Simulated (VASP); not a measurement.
Set up this calculation in VASP 6.6.1, as the native input.

- Task: single point
- Functional: PBE
- Dispersion: D3(BJ)
- Potentials or basis: VASP PAW PBE potentials, release 64 (B, N)
- Cutoff: 520 eV
- k mesh: 12 × 12 × 4
- Occupations: gaussian, width 0.05 eV
- Spin: no spin polarisation
- Dipole correction: no
- Further INCAR settings: ALGO = Normal; EDIFF = 1e-06; NBANDS = 16

The structure of BN lies in POSCAR:

```
BN
1.0
    2.5443861829      0.0000000000      0.0000000000
   -1.2721930914      2.2035030714      0.0000000000
    0.0000000000      0.0000000000      6.5103890161
B N
2 2
Direct
    0.0000000000      0.0000000000      0.5000000000
    0.3333333333      0.6666666667      0.0000000000
    0.0000000000      0.0000000000      0.0000000000
    0.6666666667      0.3333333333      0.5000000000
```

This cell differs from its parent crystal: ratio of the length along z to the lengths across it x 0.96, volume and fractional coordinates fixed.

The input as run:

INCAR

```
ALGO     = Normal         # electronic algorithm
EDIFF    = 1E-6           # SCF threshold, eV
ENCUT    = 520            # plane-wave cutoff, eV
GGA      = PE             # functional
ISIF     = 2              # what is computed and relaxed
ISMEAR   = 0              # smearing method
IVDW     = 12             # dispersion correction
LASPH    = T              # aspherical terms in the spheres
LCHARG   = F              # write CHGCAR
LREAL    = F              # projectors in reciprocal space
LWAVE    = F              # write WAVECAR
NBANDS   = 16             # bands
NELM     = 80             # most SCF steps
PREC     = Accurate       # precision mode
SIGMA    = 0.05           # smearing width, eV
```

KPOINTS

```
k-points
0
Gamma
  12 12 4
```

Potentials or basis: VASP PAW PBE potentials, release 64 (B, N).

The run is started by

```bash
$ cat potpaw_PBE.64/B/POTCAR potpaw_PBE.64/N/POTCAR > POTCAR
$ mpirun -np 1 vasp_std > vasp.out
```

It gave:

```
Pressure                   : -10.2 GPa
Band gap on the k mesh     : 4.25 eV, indirect (least direct gap 4.32 eV)
Dispersion energy per atom : -0.140 eV
```

It took 13 s on 1 thread of Intel(R) Xeon(R) 6975P-C (Granite Rapids), on a shared host, peak memory 0.17 GiB.
